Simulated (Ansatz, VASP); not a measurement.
BN: VASP beside Ansatz

INCAR

```
ALGO     = Normal         # electronic algorithm
EDIFF    = 1E-6           # SCF threshold, eV
ENCUT    = 520            # plane-wave cutoff, eV
GGA      = PS             # functional
ISIF     = 2              # what is computed and relaxed
ISMEAR   = 0              # smearing method
LASPH    = T              # aspherical terms in the spheres
LCHARG   = F              # write CHGCAR
LREAL    = F              # projectors in reciprocal space
LWAVE    = F              # write WAVECAR
NBANDS   = 11             # bands
NELM     = 60             # most SCF steps
PREC     = Accurate       # precision mode
SIGMA    = 0.05           # smearing width, eV
```

KPOINTS

```
k-points
0
Gamma
  12 12 12
```

The input POSCAR:

```
BN
1.0
    0.0000000000      3.4953158300      2.1660912400
    1.2516321000      0.0000000000      2.1660912400
    1.2516321000      3.4953158300      0.0000000000
B N
1 1
Direct
   -0.0692005105     -0.0692005105      1.0692005105
    0.6666513400      0.6666513400      0.3333486600
```

Input for Ansatz:

```yaml
crystal:
  lattice:
    - [0.0, 3.49531583, 2.16609124]
    - [1.2516321, 0.0, 2.16609124]
    - [1.2516321, 3.49531583, 0.0]
  atoms:
    - { symbol: B, position: [-0.0692005105, -0.0692005105, 1.0692005105] }
    - { symbol: "N", position: [0.66665134, 0.66665134, 0.33334866] }
basis:
  ecutwfc: 420
kpoints:
  mp_grid: { grid: [12, 12, 12] }
hamiltonian:
  xc: pbesol
scf:
  occupations: { method: gaussian, width: 0.05 }
output:
  forces: true
  stress: true
  eigenvalues: true
```

Change from the starting cell: all B atoms moved -0.300 Å, as atom 1 along Cartesian [0 0 1].

Alike in both runs: task single point; functional PBEsol; k mesh 12 × 12 × 12; occupations gaussian, width 0.05 eV; no spin polarisation.

```csv
,VASP,Ansatz
version,VASP 6.6.1,Ansatz 0.2.0
potentials or method,"VASP PAW PBE potentials, release 64 (B, N), cutoff 520 eV","scalar-relativistic, plane waves, PAW"
valence electrons in the cell,8,8
```

Ansatz gave:

```
gap on the k mesh at the Fermi level (eV) : 1.44
least direct gap on the mesh (eV)         : 3.45
rms of the force components (eV/Å)        : 12.771
```

What did VASP give for the same quantities?

gap on the k mesh at the Fermi level (eV): 1.42; least direct gap on the mesh (eV): 3.43; rms of the force components (eV/Å): 12.926.

VASP's potentials were made for PBE, not for PBEsol. Atom by atom the forces differ by 0.155 eV/Å (rms over components).
